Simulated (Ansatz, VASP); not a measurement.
# One calculation of Ir, two programs

```
Ir
1.0
     0.00000    1.91518    1.91518
     1.91518    0.00000    1.91518
     1.91518    1.91518    0.00000
Ir
1
Cartesian
  0.0000 0.0000 0.0000
```

Alike in both runs: functional PBEsol; k mesh 24 × 24 × 24; occupations gaussian, width 0.1 eV; no spin polarisation.

Ansatz relaxed the structure, and its values are those at the end. VASP's run is a single point on that final structure, the one shown.

```csv
,VASP,Ansatz
version,VASP 6.6.1,Ansatz 0.2.0
potentials or method,"VASP PAW PBE potentials, release 64 (Ir_sv_GW), cutoff 560 eV","scalar-relativistic, plane waves, PAW"
valence electrons in the cell,17,17
```

```csv
,VASP,Ansatz,Ansatz less VASP
gap on the k mesh at the Fermi level (eV),none,none,-
pressure (GPa),-1.9,0.0,+1.90
```

VASP's potentials were made for PBE, not for PBEsol. A gap of «none» marks a metal or a gap that the smearing closes. The functional is the same, so the differences come from potentials, cutoffs and numerics.

Neither program's run includes spin-orbit coupling.
